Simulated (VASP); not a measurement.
# C (Fd-3m) in VASP: notebook

Runs on C. Level: PBE. Tasks: electric field gradients.

All numbers are computed with VASP 6.6.1; they aren't measurements. Logs are shortened: lines on timing, memory, paths and dates and some standing lists are left out, and cuts for length are marked.

### Step 1. The cell of the first run

Symmetry: Fd-3m, No. 227, cubic system. The conventional cell has a = 3.567 Å, b = 3.567 Å, c = 3.567 Å, α = 90.00°, β = 90.00°, γ = 90.00°. C (site symmetry -43m) has 4 C at 1.54 Å within 2.1 Å.

### Step 2. Electric field gradients, PBE

Input file INCAR:

```
SYSTEM = C
PREC = Accurate
ENCUT = 520
EDIFF = 1E-8
ISMEAR = -1
SIGMA = 0.05
LREAL = .False.
LASPH = .True.
NELM = 120
ALGO = Normal
ISIF = 2
LWAVE = .False.
LCHARG = .False.
GGA = PE
LEFG = .True.
NBANDS = 11
GGA_COMPAT = .False.
```

Input file KPOINTS:

```
Automatic mesh
0
Gamma
  13 13 13
  0 0 0
```

Input file POSCAR:

```
C
1.0
    0.0000000000      1.7833700000      1.7833700000
    1.7833700000      0.0000000000      1.7833700000
    1.7833700000      1.7833700000      0.0000000000
C
2
Direct
    0.0000000000      0.0000000000      0.0000000000
    0.2500000000      0.2500000000      0.2500000000
```

Potentials or basis: VASP PAW PBE potentials, release 64 (C).

On the command line:

```sh
$ cat potpaw_PBE.64/C/POTCAR > POTCAR
$ mpirun -np 1 vasp_std > vasp.out
```

OUTCAR:

```text
SYSTEM = C
   PREC = Accurate
   ENCUT = 520
   EDIFF = 1E-8
   ISMEAR = -1
   LREAL = .False.
   LASPH = .True.
   NELM = 120
   ISIF = 2
   GGA = PE

 ion  position               nearest neighbor table
   1  0.000  0.000  0.000-   2 1.54   2 1.54   2 1.54   2 1.54
   2  0.250  0.250  0.250-   1 1.54   1 1.54   1 1.54   1 1.54

  LATTYP: Found a face centered cubic cell.
 ALAT       =     3.5667400000

  Lattice vectors:

 A1 = (   0.0000000000,   1.7833700000,   1.7833700000)
 A2 = (   1.7833700000,   0.0000000000,   1.7833700000)
 A3 = (   1.7833700000,   1.7833700000,   0.0000000000)

Analysis of symmetry for initial positions (statically):
=====================================================================
 Subroutine PRICEL returns:
 Original cell was already a primitive cell.

 Routine SETGRP: Setting up the symmetry group for a
 face centered cubic supercell.

 Subroutine GETGRP returns: Found 48 space group operations
 (whereof 24 operations were pure point group operations)
 out of a pool of 48 trial point group operations.

The static configuration has the point symmetry T_d .
 The point group associated with its full space group is O_h .

Analysis of symmetry for dynamics (positions and initial velocities):
=====================================================================
 Subroutine PRICEL returns:
 Original cell was already a primitive cell.

 Routine SETGRP: Setting up the symmetry group for a
 face centered cubic supercell.

 Subroutine GETGRP returns: Found 48 space group operations
 (whereof 24 operations were pure point group operations)
 out of a pool of 48 trial point group operations.

The dynamic configuration has the point symmetry T_d .
 The point group associated with its full space group is O_h .

 Subroutine INISYM returns: Found 48 space group operations
 (whereof 24 operations are pure point group operations),
 and found     1 'primitive' translations

----------------------------------------------------------------------------------------

                                     Primitive cell

  volume of cell :      11.3437

  direct lattice vectors                    reciprocal lattice vectors
     0.000000000  1.783370000  1.783370000    -0.280368067  0.280368067  0.280368067
[... 133 lines left out ...]
 E-fermi :  10.6848     XC(G=0): -13.2509

 val. band max:        9.7301067920   @ k =   0.0000   0.0000   0.0000
 cond. band min:      13.8719264020   @ k =   0.3846   0.3846   0.0000
 fundamental gap:      4.1418196099
 Fermi energy:        10.6848112124

 k-point     1 :       0.0000    0.0000    0.0000
  band No.  band energies     occupation
      1     -11.7473      2.00000
      2       9.7301      2.00000
      3       9.7301      2.00000
      4       9.7301      2.00000
      5      15.3199      0.00000
      6      15.3199      0.00000
      7      15.3199      0.00000
      8      23.0621      0.00000
      9      29.0241      0.00000
     10      36.2645      0.00000
     11      36.2645      0.00000
[... 309 lines left out ...]
 k-point    24 :       0.4615    0.1538    0.0000
  band No.  band energies     occupation
      1      -6.7339      2.00000
      2      -1.5075      2.00000
      3       5.2987      2.00000
      4       5.8280      2.00000
      5      16.8132      0.00000
      6      20.3145      0.00000
      7      20.6233      0.00000
      8      23.6483      0.00000
      9      30.3378      0.00000
     10      33.0167      0.00000
     11      36.8014      0.00000

 [... further k-points ...]

------------------------ aborting loop because EDIFF is reached ----------------------------------------

  FORCE on cell =-STRESS in cart. coord.  units (eV):
  Direction    XX          YY          ZZ          XY          YZ          ZX
  --------------------------------------------------------------------------------------
  -------------------------------------------------------------------------------------
  Total        0.1741431      0.1741431      0.1741431      0.0000000      0.0000000      0.0000000
  in kB       24.5958914     24.5958914     24.5958914      0.0000000      0.0000000      0.0000000
  external PRESSURE =      24.5958914 kB  Pullay stress =       0.0000000 kB

 VOLUME and BASIS-vectors are now :
 -----------------------------------------------------------------------------
  energy-cutoff  :      520.00
  volume of cell :       11.34
      direct lattice vectors                 reciprocal lattice vectors
     0.000000000  1.783370000  1.783370000    -0.280368067  0.280368067  0.280368067
     1.783370000  0.000000000  1.783370000     0.280368067 -0.280368067  0.280368067
     1.783370000  1.783370000  0.000000000     0.280368067  0.280368067 -0.280368067

 POSITION                                       TOTAL-FORCE (eV/Angst)
 -----------------------------------------------------------------------------------
      0.00000      0.00000      0.00000         0.000000      0.000000      0.000000
      0.89168      0.89168      0.89168        -0.000000     -0.000000     -0.000000
 -----------------------------------------------------------------------------------
    total drift:                                0.000000      0.000000      0.000000

  FREE ENERGIE OF THE ION-ELECTRON SYSTEM (eV)
  ---------------------------------------------------
  free  energy   TOTEN  =       -18.1852556358 eV

  energy  without entropy=      -18.1852556358  energy(sigma->0) =      -18.18525564

 Electric field gradients (V/A^2)
---------------------------------------------------------------------
 ion       V_xx      V_yy      V_zz      V_xy      V_xz      V_yz
---------------------------------------------------------------------
   1       0.000    -0.000    -0.000    -0.000    -0.000    -0.000
   2       0.000    -0.000    -0.000    -0.000    -0.000    -0.000
---------------------------------------------------------------------

 Electric field gradients after diagonalization (V/A^2)
 (convention: |V_zz| > |V_xx| > |V_yy|)
----------------------------------------------------------------------
 ion       V_xx      V_yy      V_zz     asymmetry (V_yy - V_xx)/ V_zz
----------------------------------------------------------------------
   1       0.000     0.000    -0.000       0.000
   2       0.000     0.000    -0.000       0.000
----------------------------------------------------------------------

           NMR quadrupolar parameters

 Cq : quadrupolar parameter    Cq=e*Q*V_zz/h
 eta: asymmetry parameters     (V_yy - V_xx)/ V_zz
 Q  : nuclear electric quadrupole moment in mb (millibarn)
----------------------------------------------------------------------
 ion       Cq(MHz)       eta       Q (mb)
----------------------------------------------------------------------
   1      -0.000       0.000       1.000
   2      -0.000       0.000       1.000
----------------------------------------------------------------------
```

OSZICAR:

```text
N       E                     dE             d eps       ncg     rms          rms(c)
DAV:   1     0.103950126682E+01    0.10395E+01   -0.47292E+03  1904   0.719E+02
DAV:   2    -0.184241095531E+02   -0.19464E+02   -0.18791E+02  2454   0.126E+02
DAV:   3    -0.188234614046E+02   -0.39935E+00   -0.39853E+00  2160   0.138E+01
DAV:   4    -0.188241061407E+02   -0.64474E-03   -0.64472E-03  2006   0.706E-01
DAV:   5    -0.188241069197E+02   -0.77906E-06   -0.77900E-06  2134   0.228E-02    0.556E+00
DAV:   6    -0.183447184696E+02    0.47939E+00   -0.25036E-01  1896   0.352E+00    0.332E+00
DAV:   7    -0.181833785446E+02    0.16134E+00   -0.30672E-01  1998   0.395E+00    0.758E-01
DAV:   8    -0.181851939980E+02   -0.18155E-02   -0.85961E-03  1959   0.692E-01    0.436E-02
DAV:   9    -0.181852349294E+02   -0.40931E-04   -0.61813E-05  2193   0.633E-02    0.246E-02
DAV:  10    -0.181852556110E+02   -0.20682E-04   -0.15541E-05  1956   0.347E-02    0.534E-03
DAV:  11    -0.181852556836E+02   -0.72598E-07   -0.25897E-07  2268   0.458E-03    0.524E-04
DAV:  12    -0.181852556419E+02    0.41631E-07   -0.17892E-08  2011   0.132E-03    0.310E-04
DAV:  13    -0.181852556358E+02    0.61264E-08   -0.83880E-10  1047   0.234E-04
   1 F= -.18185256E+02 E0= -.18185256E+02  d E =-.146402E-10
```

stdout:

```text
POSCAR found type information on POSCAR C
 POSCAR found :  1 types and       2 ions
 scaLAPACK will be used
 LDA part: xc-table for (Slater+PW92), standard interpolation
 POSCAR, INCAR and KPOINTS ok, starting setup
 FFT: planning ... GRIDC
 FFT: planning ... GRID_SOFT
 FFT: planning ... GRID
 WAVECAR not read
 entering main loop
ion   1

ion   2
```

Run time: 8.3 s. Hardware: 1 thread of Intel Xeon 6975P-C, shared host; peak memory 0.12 GiB.

Results:

```yaml
Free_energy: -18.1853 eV
Pressure: 2.5 GPa
Band_gap_on_the_k_mesh: 4.14 eV, indirect (least direct gap 5.59 eV)
```

Levels at points of the mesh, in eV from the valence-band top:
```csv
k point,band 2,band 3,band 4,band 5,band 6,band 7
"(0.00, 0.00, 0.00)",0.00,0.00,0.00,5.59,5.59,5.59
```

Caveat: without QUAD_EFG the Cq values of the log hold for a quadrupole moment of 1 mb, not for the nuclei. A k mesh can miss the band edges.

### Step 3. Electric field gradients, PBE

This run uses another cell than the first one: it holds 16 atoms, not 2.

Input file INCAR:

```
PREC = Accurate
ENCUT = 520
EDIFF = 1E-8
ISMEAR = 0
SIGMA = 0.01
LREAL = False
LASPH = True
NELM = 120
ALGO = Normal
ISIF = 2
LWAVE = False
LCHARG = False
GGA = PE
LEFG = True
NBANDS = 46
GGA_COMPAT = False
```

Input file KPOINTS:

```
Automatic mesh
0
Gamma
  6 6 6
```

Input file POSCAR:

```
C
1.0
    0.0000000000      3.5667400000      3.5667400000
    3.5667400000      0.0000000000      3.5667400000
    3.5667400000      3.5667400000      0.0000000000
C
16
Direct
    0.0000000000      0.0000000000      0.0000000000
    0.0000000000      0.0000000000      0.5000000000
    0.0000000000      0.5000000000      0.0000000000
    0.0000000000      0.5000000000      0.5000000000
    0.5000000000      0.0000000000      0.0000000000
    0.5000000000      0.0000000000      0.5000000000
    0.5000000000      0.5000000000      0.0000000000
    0.5000000000      0.5000000000      0.5000000000
    0.1250000000      0.1250000000      0.1250000000
    0.1250000000      0.1250000000      0.6250000000
    0.1250000000      0.6250000000      0.1250000000
    0.1250000000      0.6250000000      0.6250000000
    0.6250000000      0.1250000000      0.1250000000
    0.6250000000      0.1250000000      0.6250000000
    0.6250000000      0.6250000000      0.1250000000
    0.6250000000      0.6250000000      0.6250000000
```

Potentials or basis: VASP PAW PBE potentials, release 64 (C).

On the command line:

```sh
$ cat potpaw_PBE.64/C/POTCAR > POTCAR
$ mpirun -np 1 vasp_std > vasp.out
```

OUTCAR:

```text
PREC = Accurate
   ENCUT = 520
   EDIFF = 1E-8
   ISMEAR = 0
   LREAL = False
   LASPH = True
   NELM = 120
   ISIF = 2
   GGA = PE

 ion  position               nearest neighbor table
   1  0.000  0.000  0.000-   9 1.54  10 1.54  11 1.54  13 1.54
   2  0.000  0.000  0.500-   9 1.54  10 1.54  12 1.54  14 1.54
   3  0.000  0.500  0.000-   9 1.54  11 1.54  12 1.54  15 1.54
   4  0.000  0.500  0.500-  10 1.54  11 1.54  12 1.54  16 1.54
   5  0.500  0.000  0.000-   9 1.54  13 1.54  14 1.54  15 1.54
   6  0.500  0.000  0.500-  10 1.54  13 1.54  14 1.54  16 1.54
[... 8 lines left out ...]
  15  0.625  0.625  0.125-   3 1.54   5 1.54   7 1.54   8 1.54
  16  0.625  0.625  0.625-   4 1.54   6 1.54   7 1.54   8 1.54
[... 6 lines left out ...]
 A1 = (   0.0000000000,   3.5667400000,   3.5667400000)
 A2 = (   3.5667400000,   0.0000000000,   3.5667400000)
 A3 = (   3.5667400000,   3.5667400000,   0.0000000000)

Analysis of symmetry for initial positions (statically):
=====================================================================
 Subroutine PRICEL returns following result:

  LATTYP: Found a face centered cubic cell.
 ALAT       =     3.5667400000

  Lattice vectors:

 A1 = (   0.0000000000,   1.7833700000,   1.7833700000)
 A2 = (   1.7833700000,   0.0000000000,   1.7833700000)
 A3 = (   1.7833700000,   1.7833700000,   0.0000000000)

   8 primitive cells build up your supercell.

 Routine SETGRP: Setting up the symmetry group for a
 face centered cubic supercell.

 Subroutine GETGRP returns: Found 48 space group operations
 (whereof 24 operations were pure point group operations)
 out of a pool of 48 trial point group operations.

The static configuration has the point symmetry T_d .
 The point group associated with its full space group is O_h .

Analysis of symmetry for dynamics (positions and initial velocities):
=====================================================================
 Subroutine PRICEL returns following result:
[... 936 lines left out ...]
     3.566740000  0.000000000  3.566740000     0.140184034 -0.140184034  0.140184034
     3.566740000  3.566740000  0.000000000     0.140184034  0.140184034 -0.140184034

 POSITION                                       TOTAL-FORCE (eV/Angst)
 -----------------------------------------------------------------------------------
      0.00000      0.00000      0.00000        -0.000000     -0.000000     -0.000000
      1.78337      1.78337      0.00000        -0.000000     -0.000000     -0.000000
      1.78337      0.00000      1.78337         0.000000     -0.000000     -0.000000
      3.56674      1.78337      1.78337        -0.000000     -0.000000     -0.000000
      0.00000      1.78337      1.78337        -0.000000     -0.000000     -0.000000
      1.78337      3.56674      1.78337        -0.000000     -0.000000     -0.000000
[... 8 lines left out ...]
      2.67505      2.67505      4.45843         0.000000      0.000000      0.000000
      4.45843      4.45843      4.45843         0.000000     -0.000000      0.000000
 -----------------------------------------------------------------------------------
    total drift:                                0.000000     -0.000000      0.000000

  FREE ENERGIE OF THE ION-ELECTRON SYSTEM (eV)
  ---------------------------------------------------
  free  energy   TOTEN  =      -145.4821762982 eV

  energy  without entropy=     -145.4821762982  energy(sigma->0) =     -145.48217630

 Electric field gradients (V/A^2)
---------------------------------------------------------------------
 ion       V_xx      V_yy      V_zz      V_xy      V_xz      V_yz
---------------------------------------------------------------------
   1       0.000     0.000    -0.000    -0.000    -0.000    -0.000
   2      -0.000     0.000    -0.000    -0.000    -0.000    -0.000
   3      -0.000     0.000    -0.000    -0.000    -0.000    -0.000
   4      -0.000     0.000    -0.000    -0.000    -0.000    -0.000
   5       0.000     0.000    -0.000    -0.000    -0.000    -0.000
   6      -0.000     0.000    -0.000    -0.000    -0.000    -0.000
[... 8 lines left out ...]
  15      -0.000     0.000    -0.000    -0.000    -0.000    -0.000
  16      -0.000     0.000    -0.000    -0.000    -0.000    -0.000
---------------------------------------------------------------------

 Electric field gradients after diagonalization (V/A^2)
 (convention: |V_zz| > |V_xx| > |V_yy|)
----------------------------------------------------------------------
 ion       V_xx      V_yy      V_zz     asymmetry (V_yy - V_xx)/ V_zz
----------------------------------------------------------------------
   1       0.000     0.000    -0.000       0.000
   2       0.000     0.000    -0.000       0.000
   3       0.000     0.000    -0.000       0.000
   4       0.000     0.000    -0.000       0.000
   5       0.000     0.000    -0.000       0.000
   6       0.000     0.000    -0.000       0.000
[... 8 lines left out ...]
  15       0.000     0.000    -0.000       0.000
  16       0.000     0.000    -0.000       0.000
----------------------------------------------------------------------

           NMR quadrupolar parameters

 Cq : quadrupolar parameter    Cq=e*Q*V_zz/h
 eta: asymmetry parameters     (V_yy - V_xx)/ V_zz
 Q  : nuclear electric quadrupole moment in mb (millibarn)
----------------------------------------------------------------------
 ion       Cq(MHz)       eta       Q (mb)
----------------------------------------------------------------------
   1      -0.000       0.000       1.000
   2      -0.000       0.000       1.000
   3      -0.000       0.000       1.000
   4      -0.000       0.000       1.000
   5      -0.000       0.000       1.000
   6      -0.000       0.000       1.000
[... 8 lines left out ...]
  15      -0.000       0.000       1.000
  16      -0.000       0.000       1.000
----------------------------------------------------------------------
```

stdout:

```text
POSCAR found type information on POSCAR C
 POSCAR found :  1 types and      16 ions
 scaLAPACK will be used
 LDA part: xc-table for (Slater+PW92), standard interpolation
 POSCAR, INCAR and KPOINTS ok, starting setup
 FFT: planning ... GRIDC
 FFT: planning ... GRID_SOFT
 FFT: planning ... GRID
 WAVECAR not read
 entering main loop
ion   1

ion   2

ion   3

ion   4

ion   5

ion   6

ion   7

ion   8

ion   9

ion  10

ion  11

ion  12

ion  13

ion  14

ion  15

ion  16
```

Run time: 97 s. Hardware: 1 thread of Intel Xeon 6975P-C, shared host; peak memory 0.24 GiB.

Results:

```yaml
Free_energy: -145.4822 eV
Pressure: 2.5 GPa
Band_gap_on_the_k_mesh: 4.15 eV
```

Levels at points of the mesh, in eV from the valence-band top:
```csv
k point,band 30,band 31,band 32,band 33,band 34,band 35
"(0.00, 0.00, 0.00)",0.00,0.00,0.00,4.76,4.76,4.76
"(0.50, 0.00, 0.00)",-1.75,-1.75,-1.75,6.08,6.08,6.08
"(0.50, 0.50, 0.00)",-3.01,-3.01,-3.01,4.44,4.44,7.93
```

Caveat: without QUAD_EFG the Cq values of the log hold for a quadrupole moment of 1 mb, not for the nuclei. As with any semilocal functional, this PBE gap is likely too small.
